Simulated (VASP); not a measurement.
A run of VASP 6.6.1:

The input INCAR:

```
ALGO     = Normal         # electronic algorithm
EDIFF    = 1E-6           # SCF threshold, eV
ENCUT    = 520            # plane-wave cutoff, eV
GGA      = PE             # functional
ISIF     = 2              # what is computed and relaxed
ISMEAR   = -1             # smearing method
LASPH    = T              # aspherical terms in the spheres
LCHARG   = F              # write CHGCAR
LREAL    = F              # projectors in reciprocal space
LWAVE    = F              # write WAVECAR
NBANDS   = 29             # bands
NELM     = 100            # most SCF steps
PREC     = Accurate       # precision mode
SIGMA    = 0.02           # smearing width, eV
```

File KPOINTS:

```
k-points
0
Gamma
  4 4 4
```

Contents of POSCAR:

```
NaGeI3
1.0
    5.7714902406      0.0000000000      0.0000000000
    0.0000000000      5.8892757557      0.0000000000
    0.0000000000      0.0000000000      5.8892757557
Na Ge I
1 1 3
Direct
    0.0000000000      0.0000000000      0.0000000000
    0.5000000000      0.5000000000      0.5000000000
    0.5000000000      0.5000000000      0.0000000000
    0.5000000000      0.0000000000      0.5000000000
    0.0000000000      0.5000000000      0.5000000000
```

Potentials or basis: VASP PAW PBE potentials, release 64 (Na_pv, Ge_d, I).

Command:

```sh
$ cat potpaw_PBE.64/Na_pv/POTCAR potpaw_PBE.64/Ge_d/POTCAR potpaw_PBE.64/I/POTCAR > POTCAR
$ mpirun -np 1 vasp_std > vasp.out
```

Hardware: 1 thread of Intel(R) Xeon(R) Platinum 8488C (Sapphire Rapids), with other jobs on the host.

Q: How long does it take, and how much memory?

A: It took 100 s on 1 thread of Intel(R) Xeon(R) Platinum 8488C (Sapphire Rapids), on a shared host, peak memory 0.37 GiB. Counts: scf iterations 14, k points 18.
